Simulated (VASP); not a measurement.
# Zr3S2 (R32) in VASP: notebook

Zr3S2 is run at these levels: PBEsol, PBEsol+U; tasks: relaxation of cell and atoms, single point.

Program: VASP 6.6.1. These are calculated values, not measurements. Logs are shortened: lines on timing, memory, paths and dates and some standing lists are left out, and cuts for length are marked.

## 1. The cell of the first run

The structure is trigonal, space group R32 (No. 155). The conventional cell has a = 5.805 Å, b = 5.805 Å, c = 10.463 Å, α = 90.00°, β = 90.00°, γ = 120.00°. Within 3.5 Å of Zr (site symmetry 2) lie 4 S at 2.61 to 2.62 Å and 8 Zr at 3.32 to 3.49 Å. Within 3.5 Å of S (site symmetry 3) lie 6 Zr at 2.61 to 2.62 Å and 4 S at 3.35 to 3.45 Å.

## 2. Relaxation of cell and atoms, PBEsol

INCAR reads:

```
PREC     = Accurate       # precision mode
ENCUT    = 600            # plane-wave cutoff, eV
EDIFF    = 1E-6           # SCF threshold, eV
ISMEAR   = -1             # smearing method
SIGMA    = 0.05           # smearing width, eV
LREAL    = F              # projectors in reciprocal space
LASPH    = T              # aspherical terms in the spheres
NELM     = 60             # most SCF steps
ALGO     = Normal         # electronic algorithm
ISIF     = 3              # what is computed and relaxed
LWAVE    = F              # write WAVECAR
LCHARG   = F              # write CHGCAR
GGA      = PS             # functional
IBRION   = 2              # ionic algorithm
NSW      = 60             # ionic steps
EDIFFG   = -0.01          # ionic threshold
```

KPOINTS reads:

```
regular mesh
0
Gamma
  6 6 6
```

POSCAR reads:

```
Zr3S2
1.0
    2.9025379727      1.6757810799      3.4877732718
   -2.9025379727      1.6757810799      3.4877732718
    0.0000000000     -3.3515621597      3.4877732718
Zr S
3 2
Direct
    0.8387270000      0.5000000000      0.1612730000
    0.5000000000      0.1612730000      0.8387270000
    0.1612730000      0.8387270000      0.5000000000
    0.6650230000      0.6650230000      0.6650230000
    0.3349770000      0.3349770000      0.3349770000
```

Potentials or basis: VASP PAW PBE potentials, release 64 (Zr_sv, S).

Command:

```console
$ cat potpaw_PBE.64/Zr_sv/POTCAR potpaw_PBE.64/S/POTCAR > POTCAR
$ mpirun -np 1 vasp_std > vasp.out
```

OUTCAR:

```text
PREC = Accurate
   ENCUT = 600
   EDIFF = 1E-6
   ISMEAR = -1
   LREAL = F
   LASPH = T
   NELM = 60
   ISIF = 3
   GGA = PS
   IBRION = 2
   NSW = 60
   EDIFFG = -0.01

 ion  position               nearest neighbor table
   1  0.839  0.500  0.161-   4 2.61   5 2.61   4 2.62   5 2.62   3 3.32   3 3.32   2 3.32   2 3.32
                             2 3.41   3 3.41   3 3.49   2 3.49
   2  0.500  0.161  0.839-   5 2.61   4 2.61   5 2.62   4 2.62   3 3.32   3 3.32   1 3.32   1 3.32
                             1 3.41   3 3.41   3 3.49   1 3.49
   3  0.161  0.839  0.500-   4 2.61   5 2.61   4 2.62   5 2.62   2 3.32   1 3.32   1 3.32   2 3.32
                             1 3.41   2 3.41   1 3.49   2 3.49
   4  0.665  0.665  0.665-   1 2.61   2 2.61   3 2.61   1 2.62   3 2.62   2 2.62
   5  0.335  0.335  0.335-   2 2.61   1 2.61   3 2.61   2 2.62   3 2.62   1 2.62

  LATTYP: Found a trigonal (rhomboedric) cell.
 ALAT       =     4.8370994724
 COS(alpha) =     0.2798619160

  Lattice vectors:

 A1 = (   2.9025379727,   1.6757810799,   3.4877732718)
 A2 = (  -2.9025379727,   1.6757810799,   3.4877732718)
 A3 = (   0.0000000000,  -3.3515621597,   3.4877732718)

Analysis of symmetry for initial positions (statically):
=====================================================================
 Subroutine PRICEL returns:
 Original cell was already a primitive cell.

 Routine SETGRP: Setting up the symmetry group for a
 trigonal (rhombohedral) supercell.

 Subroutine GETGRP returns: Found  6 space group operations
 (whereof  6 operations were pure point group operations)
 out of a pool of 12 trial point group operations.

The static configuration has the point symmetry D_3 .

Analysis of symmetry for dynamics (positions and initial velocities):
=====================================================================
 Subroutine PRICEL returns:
 Original cell was already a primitive cell.

 Routine SETGRP: Setting up the symmetry group for a
 trigonal (rhombohedral) supercell.

 Subroutine GETGRP returns: Found  6 space group operations
 (whereof  6 operations were pure point group operations)
 out of a pool of 12 trial point group operations.

The dynamic configuration has the point symmetry D_3 .

 Subroutine INISYM returns: Found  6 space group operations
 (whereof  6 operations are pure point group operations),
 and found     1 'primitive' translations

----------------------------------------------------------------------------------------

                                     Primitive cell

  volume of cell :     101.7876

  direct lattice vectors                    reciprocal lattice vectors
     2.902537973  1.675781080  3.487773272     0.172263035  0.099456110  0.095571962
    -2.902537973  1.675781080  3.487773272    -0.172263035  0.099456110  0.095571962
     0.000000000 -3.351562160  3.487773272     0.000000000 -0.198912219  0.095571962

  length of vectors
     4.837099472  4.837099472  4.837099472     0.220680925  0.220680925  0.220680925

  position of ions in fractional coordinates (direct lattice)
     0.838727000  0.500000000  0.161273000
     0.500000000  0.161273000  0.838727000
     0.161273000  0.838727000  0.500000000
     0.665023000  0.665023000  0.665023000
     0.334977000  0.334977000  0.334977000

  ion indices of the primitive-cell ions
   primitive index   ion index
                 1           1
                 2           2
                 3           3
                 4           4
                 5           5

----------------------------------------------------------------------------------------

 KPOINTS: regular mesh

Automatic generation of k-mesh.
 Grid dimensions read from file:
 generate k-points for:    6    6    6

 Generating k-lattice:

  Cartesian coordinates                     Fractional coordinates (reciprocal lattice)
     0.028710506  0.016576018  0.015928660     0.166666667 -0.000000000  0.000000000
    -0.028710506  0.016576018  0.015928660    -0.000000000  0.166666667  0.000000000
     0.000000000 -0.033152037  0.015928660    -0.000000000 -0.000000000  0.166666667

  Length of vectors
     0.036780154  0.036780154  0.036780154

  Shift w.r.t. Gamma in fractional coordinates (k-lattice)
     0.000000000  0.000000000  0.000000000

 Subroutine IBZKPT returns following result:
 ===========================================

 Found     32 irreducible k-points:

 Following reciprocal coordinates:
            Coordinates               Weight
  0.000000  0.000000  0.000000      1.000000
  0.166667 -0.000000 -0.000000      6.000000
  0.333333 -0.000000 -0.000000      6.000000
  0.500000  0.000000 -0.000000      3.000000
  0.166667  0.166667 -0.000000      6.000000
  0.333333  0.166667  0.000000     12.000000
[... 16 lines left out ...]
  0.500000  0.500000  0.166667      6.000000
 -0.333333  0.500000  0.166667     12.000000
 [... further k-points ...]
   k-points           NKPTS =     32   k-points in BZ     NKDIM =     32   number of bands    NBANDS=     28
   number of dos      NEDOS =    301   number of ions     NIONS =      5
   total plane-waves  NPLWV =  64000
   dimension x,y,z NGX =    40 NGY =   40 NGZ =   40
   dimension x,y,z NGXF=    80 NGYF=   80 NGZF=   80
   ions per type =               3   2
   NGX,Y,Z   is equivalent  to a cutoff of  13.75, 13.75, 13.75 a.u.
   NGXF,Y,Z  is equivalent  to a cutoff of  27.50, 27.50, 27.50 a.u.
 SYSTEM =  unknown system
   PREC   = accura    normal or accurate (medium, high low for compatibility)
   ISTART =      0    job   : 0-new  1-cont  2-samecut
   ICHARG =      2    charge: 1-file 2-atom 10-const
   ISPIN  =      1    spin polarized calculation?
   LNONCOLLINEAR =      F non collinear calculations
   LSORBIT =      F    spin-orbit coupling
   LASPH  =      T    aspherical Exc in radial PAW
   ENCUT  =  600.0 eV  44.10 Ry    6.64 a.u.   9.66  9.66  9.66*2*pi/ulx,y,z
   NELM   =     60;   NELMIN=  2; NELMDL= -5     # of ELM steps
   EDIFF  = 0.1E-05   stopping-criterion for ELM
   LREAL  =      F    real-space projection
   EDIFFG = -.1E-01   stopping-criterion for IOM
   NSW    =     60    number of steps for IOM
   IBRION =      2    ionic relax: 0-MD 1-quasi-New 2-CG
   NFREE  =      1    steps in history (QN), initial steepest desc. (CG)
   ISIF   =      3    stress and relaxation
   ISYM   =      2    0-nonsym 1-usesym 2-fastsym
   POTIM  = 0.5000    time-step for ionic-motion
   TEBEG  =    0.0;   TEEND  =   0.0 temperature during run
   PSTRESS=    0.0 pullay stress
   NELECT =      48.0000    total number of electrons
   NUPDOWN=      -1.0000    fix difference up-down
   EMIN   =  10.00;   EMAX   =-10.00  energy-range for DOS
   EFERMI =   0.00;   METHOD = LEGACY
   ISMEAR =    -1;   SIGMA  =   0.05  broadening in eV -4-tet -1-fermi 0-gaus
   EFERMI_NEDOS =   21; number of points for ismear=-14 and -15
   IALGO  =     38    algorithm
   IMIX   =      4    mixing-type and parameters
     AMIX     =   0.40;   BMIX     =  1.00
     AMIX_MAG =   1.60;   BMIX_MAG =  1.00
  volume/ion in A,a.u.               =      20.36       137.38
  Fermi-wavevector in a.u.,A,eV,Ry     =   1.274257  2.407996 22.092199  1.623731
  Thomas-Fermi vector in A             =   2.407035
   LORBIT       =      0    0 simple, 1 ext, 2 COOP (PROOUT), +10 PAW based schemes
   GGA     = PS    functional components
   LHFCALC =     F    Hartree Fock is set to
   AEXX    =    0.0000 exact exchange contribution
   IVDW    =     0    specifies the selected vdW correction
   LEPSILON=     F    determine dielectric tensor
   LRPA    =     F    only Hartree local field effects (RPA)
 conjugate gradient relaxation of ions
 non-spin polarized calculation
  energy-cutoff  :      600.00
  volume of cell :      101.79
 maximum number of plane-waves:      3446
 NGX is ok and might be reduce to    40
   NGX = 19   NGY = 19   NGZ = 19

--------------------------------------- Ionic step        1  -------------------------------------------

 number of electron      48.0000000 magnetization

 Free energy of the ion-electron system (eV)
  ---------------------------------------------------
  ext. energy  EPLUGINS =         0.00000000
  ---------------------------------------------------
  free energy    TOTEN  =       -41.88261634 eV

  energy without entropy =      -41.86248152  energy(sigma->0) =      -41.87254893

------------------------ aborting loop because EDIFF is reached ----------------------------------------

  FORCE on cell =-STRESS in cart. coord.  units (eV):
  Direction    XX          YY          ZZ          XY          YZ          ZX
  --------------------------------------------------------------------------------------
  -------------------------------------------------------------------------------------
  Total       -3.0699455     -3.0699455     -3.2805223      0.0000000     -0.0000000      0.0000000
  in kB      -48.3221847    -48.3221847    -51.6367478      0.0000000     -0.0000000      0.0000000
  external PRESSURE =     -49.4270391 kB  Pullay stress =       0.0000000 kB
[... 258 lines left out ...]
  energy  without entropy=      -41.9284714263  energy(sigma->0) =      -41.93820993

--------------------------------------- Ionic step        8  -------------------------------------------

 number of electron      47.9999999 magnetization

 Free energy of the ion-electron system (eV)
  ---------------------------------------------------
  ext. energy  EPLUGINS =         0.00000000
  ---------------------------------------------------
  free energy    TOTEN  =       -41.94795517 eV

  energy without entropy =      -41.92848003  energy(sigma->0) =      -41.93821760

 E-fermi :   9.2072     XC(G=0): -11.2289

 val. band max:        9.2032099960   @ k =   0.1667  -0.0000  -0.0000
 cond. band min:       9.2161720419   @ k =   0.3333   0.3333   0.3333
 fundamental gap:      0.0129620459
 Fermi energy:         9.2072135715

 k-point     1 :       0.0000    0.0000    0.0000
  band No.  band energies     occupation
      1     -39.6807      2.00000
      2     -39.5854      2.00000
      3     -39.5854      2.00000
      4     -17.9135      2.00000
      5     -17.9038      2.00000
      6     -17.9038      2.00000
[... 733 lines left out ...]
     27      10.7836      0.00000
     28      11.2182      0.00000

 [... further k-points ...]

------------------------ aborting loop because EDIFF is reached ----------------------------------------

  FORCE on cell =-STRESS in cart. coord.  units (eV):
  Direction    XX          YY          ZZ          XY          YZ          ZX
  --------------------------------------------------------------------------------------
  -------------------------------------------------------------------------------------
  Total       -0.0299913     -0.0299913     -0.0433240      0.0000000     -0.0000000      0.0000000
  in kB       -0.4915476     -0.4915476     -0.7100664      0.0000000     -0.0000000      0.0000000
  external PRESSURE =      -0.5643872 kB  Pullay stress =       0.0000000 kB
[... 20 lines left out ...]
  FREE ENERGIE OF THE ION-ELECTRON SYSTEM (eV)
  ---------------------------------------------------
  free  energy   TOTEN  =       -41.9479551675 eV

  energy  without entropy=      -41.9284800337  energy(sigma->0) =      -41.93821760

 reached required accuracy - stopping structural energy minimisation
```

It took 3.8 min on 1 thread of Intel Xeon 6975P-C (Granite Rapids), shared host; peak memory 0.31 GiB.

What came out:

```
Free energy                           : -41.9480 eV
Relaxed volume                        : 19.55 Å³/atom
Relaxed cell                          : a = 4.773 Å, b = 4.773 Å, c = 4.773 Å, α = 73.72°, β = 73.72°, γ = 73.72°
Space group after relaxing (to 0.1 Å) : R32 (No. 155)
Energy gained by relaxing             : 13.1 meV/atom
Ionic steps                           : 8
Pressure after relaxing               : -0.1 GPa
Largest force after relaxing          : 0.005 eV/Å
Band gap on the k mesh                : zero (bands 24 and 25 overlap by 0.23 eV)
```

Forces on the atoms (eV/Å):
```
Zr   0.000  0.000  0.000
Zr   0.000  0.000  0.000
Zr   0.000  0.000  0.000
S    0.000  0.000 -0.005
S    0.000  0.000  0.005
```

Step by step:
```csv
step,energy change (eV),largest force (eV/Å),pressure (GPa),volume (Å³)
1,0.0000,0.1265,-4.94,101.79
2,0.0487,0.2437,7.65,92.81
3,-0.0652,0.0139,-0.07,97.79
4,-0.0653,0.0168,0.03,97.71
5,-0.0653,0.0099,0.04,97.70
6,-0.0653,0.0127,0.04,97.68
7,-0.0653,0.0116,0.04,97.68
8,-0.0653,0.0052,-0.06,97.76
```

Final structure:
```xyz
5
Lattice="2.8630 1.6530 3.4427 -2.8630 1.6530 3.4427 0.0000 -3.3060 3.4427" Properties=species:S:1:pos:R:3 pbc="T T T"
Zr    0.9693    1.6789    5.1640
Zr    0.9693   -1.6789    5.1640
Zr   -1.9386    0.0000    5.1640
S     0.0000    0.0000    6.8670
S     0.0000    0.0000    3.4609
```

Levels at points of the mesh, in eV from the Fermi level:
```tsv
k point	band 22	band 23	band 24	band 25	band 26	band 27
(0.00, 0.00, 0.00)	-1.94	0.12	0.12	0.71	0.71	2.12
(0.50, 0.00, 0.00)	-1.16	-0.91	-0.70	-0.11	1.03	1.83
(0.50, 0.50, 0.00)	-1.28	-0.84	-0.29	-0.05	0.93	1.98
(0.50, 0.50, 0.50)	-0.38	-0.20	-0.20	0.32	0.32	1.12
```

Caveat: the PAW data sets were made with another functional, which shifts forces and pressure a little.

## 3. Single point, PBEsol+U

This run uses another cell than the first one, of 19.67 Å³/atom.

INCAR reads:

```
PREC = Accurate
ENCUT = 520
EDIFF = 1E-6
ISMEAR = -1
SIGMA = 0.05
LREAL = False
LASPH = True
NELM = 150
ALGO = Normal
ISIF = 2
LWAVE = False
LCHARG = False
LMAXMIX = 4
LDAU = True
LDAUTYPE = 2
LDAUL = 2 -1
LDAUU = 1 0
LDAUJ = 0 0
LDAUPRINT = 1
GGA = PS
NBANDS = 32
```

KPOINTS is that of step 2.

POSCAR reads:

```
Zr3S2
1.0
    2.8689176603      1.6563703835      3.4502945221
   -2.8689176603      1.6563703835      3.4502945221
    0.0000000000     -3.3127407669      3.4502945221
Zr S
3 2
Direct
    0.8384559389      0.5000000000      0.1615440611
    0.5000000000      0.1615440611      0.8384559389
    0.1615440611      0.8384559389      0.5000000000
    0.6647168134      0.6647168134      0.6647168134
    0.3352831866      0.3352831866      0.3352831866
```

Potentials or basis: VASP PAW PBE potentials, release 64 (Zr_sv, S).

Command:

```console
$ cat potpaw_PBE.64/Zr_sv/POTCAR potpaw_PBE.64/S/POTCAR > POTCAR
$ mpirun -np 1 vasp_std > vasp.out
```

It took 31 s on 1 thread of Intel Xeon 6975P-C (Granite Rapids), shared host; peak memory 0.24 GiB.

Results (log left out):

```yaml
Free_energy: -39.8406 eV
Pressure: 1.0 GPa
Largest_force: 0.020 eV/Å
Band_gap_on_the_k_mesh: zero (bands 24 and 25 overlap by 0.24 eV)
```

Forces in eV/Å, atoms in the order of the input:
```
Zr   0.010  0.018  0.000
Zr   0.010 -0.018  0.000
Zr  -0.020  0.000  0.000
S    0.000  0.000  0.006
S    0.000  0.000 -0.006
```

Stress tensor (GPa, compression positive):
```
0.92 0.00 0.00
0.00 0.92 0.00
0.00 0.00 1.08
```

Levels at points of the mesh, in eV from the Fermi level:
| k point | band 21 | band 22 | band 23 | band 24 | band 25 | band 26 | band 27 | band 28 |
| --- | --- | --- | --- | --- | --- | --- | --- | --- |
| (0.00, 0.00, 0.00) | -2.70 | -1.92 | 0.11 | 0.11 | 0.74 | 0.74 | 2.09 | 2.98 |
| (0.50, 0.00, 0.00) | -1.25 | -1.18 | -0.89 | -0.68 | -0.12 | 1.09 | 1.88 | 1.89 |
| (0.50, 0.50, 0.00) | -1.95 | -1.28 | -0.86 | -0.28 | -0.02 | 0.95 | 2.02 | 2.12 |
| (0.50, 0.50, 0.50) | -0.85 | -0.39 | -0.19 | -0.19 | 0.37 | 0.37 | 1.19 | 1.19 |

Eigenvalues of the final occupation matrices:
```
    site  spin  trace               eigenvalues
site 1 d     1   0.84  0.12 0.13 0.18 0.19 0.22
site 1 d     2   0.84  0.12 0.13 0.18 0.19 0.22
site 2 d     1   0.84  0.12 0.13 0.18 0.19 0.22
site 2 d     2   0.84  0.12 0.13 0.18 0.19 0.22
site 3 d     1   0.84  0.12 0.13 0.18 0.19 0.22
site 3 d     2   0.84  0.12 0.13 0.18 0.19 0.22
```

Caveat: the PAW data sets were made with another functional, which shifts forces and pressure a little; U without spin polarisation on a metal has little footing.

[end of part 1 of 2]

The gap in the log of VASP goes by the Fermi energy; the results here count the filled bands.